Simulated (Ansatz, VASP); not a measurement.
# ZnS3 in VASP and in Ansatz

```
CELL_PARAMETERS angstrom
0.00000 3.18086 3.18086
3.18086 0.00000 3.18086
3.18086 3.18086 0.00000
ATOMIC_POSITIONS crystal
Zn 0.00000 0.00000 0.00000
S 0.50000 0.50000 0.50000
S 0.25000 0.25000 0.25000
S 0.75000 0.75000 0.75000
```

Alike in both runs: functional PBE; k mesh 6 × 6 × 6; occupations gaussian, width 0.1 eV; no spin polarisation.

Ansatz relaxed the structure, and its values are those at the end. VASP's run is a single point on that final structure, the one shown.

|  | VASP | Ansatz |
| --- | --- | --- |
| version | VASP 6.6.1 | Ansatz 0.2.0 |
| potentials or method | VASP PAW PBE potentials, release 64 (Zn, S), cutoff 520 eV | scalar-relativistic, plane waves, PAW |
| valence electrons in the cell | 30 | 30 |

```csv
,VASP,Ansatz,Ansatz less VASP
gap on the k mesh at the Fermi level (eV),none,none,-
pressure (GPa),0.0,0.0,+0.01
```

A gap of «none» marks a metal or a gap that the smearing closes.
